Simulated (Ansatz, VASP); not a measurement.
**Ir: VASP beside Ansatz**

File INCAR:

```
SYSTEM = Ir
PREC = Accurate ; ENCUT = 500
EDIFF = 1E-6 ; ISMEAR = 0
SIGMA = 0.1 ; LREAL = .FALSE.
LASPH = .TRUE. ; NELM = 120
ALGO = Normal ; ISIF = 2
LWAVE = .FALSE. ; LCHARG = .TRUE.
GGA = CA ; LELF = .TRUE.
LVHAR = .TRUE. ; NBANDS = 10
GGA_COMPAT = .FALSE.
```

KPOINTS

```
Automatic mesh
0
G
  6 6 6
  0 0 0
```

Contents of POSCAR:

```
Ir
1.0
    0.0000000000      1.9269646676      1.9269646676
    1.9269646676      0.0000000000      1.9269646676
    1.9269646676      1.9269646676      0.0000000000
Ir
1
Direct
    0.0000000000      0.0000000000      0.0000000000
```

Input for Ansatz:

```yaml
crystal:
  lattice:
    - [0.0, 1.9269646676, 1.9269646676]
    - [1.9269646676, 0.0, 1.9269646676]
    - [1.9269646676, 1.9269646676, 0.0]
  atoms:
    - { symbol: Ir, position: [0.0, 0.0, 0.0] }
  symmetry: { detect: true }
basis:
  ecutrho_ratio: 12
kpoints:
  mp_grid: { grid: [6, 6, 6] }
hamiltonian:
  xc: lda
scf:
  occupations: { method: gaussian, width: 0.1 }
  algorithm: density_mixing
  self_checks: high
  max_iter: 79
output:
  forces: true
  stress: true
  eigenvalues: true
```

Alike in both runs: task single point; functional LDA; k mesh 6 × 6 × 6; occupations gaussian, width 0.1 eV; no spin polarisation.

```csv
,VASP,Ansatz
version,VASP 6.6.1,Ansatz 0.2.0
potentials or method,"VASP PAW LDA potentials, release 64 (Ir)","scalar-relativistic, plane waves, PAW"
plane-wave cutoff (eV),500,420
valence electrons in the cell,9,17
```

|  | VASP | Ansatz | Ansatz less VASP |
| --- | --- | --- | --- |
| gap on the k mesh at the Fermi level (eV) | none | none | - |
| pressure (GPa) | -9.5 | -11.7 | -2.19 |

LDA's correlation is that of Perdew and Zunger in VASP and of Perdew and Wang (1992) in Ansatz. A gap of «none» marks a metal or a gap that the smearing closes. VASP's potentials hold 9 valence electrons a cell and Ansatz's 17, so a difference there can come from the potentials and not from the codes.

The k mesh is coarse, so the values compare programs but aren't converged. Spin-orbit coupling is off throughout.
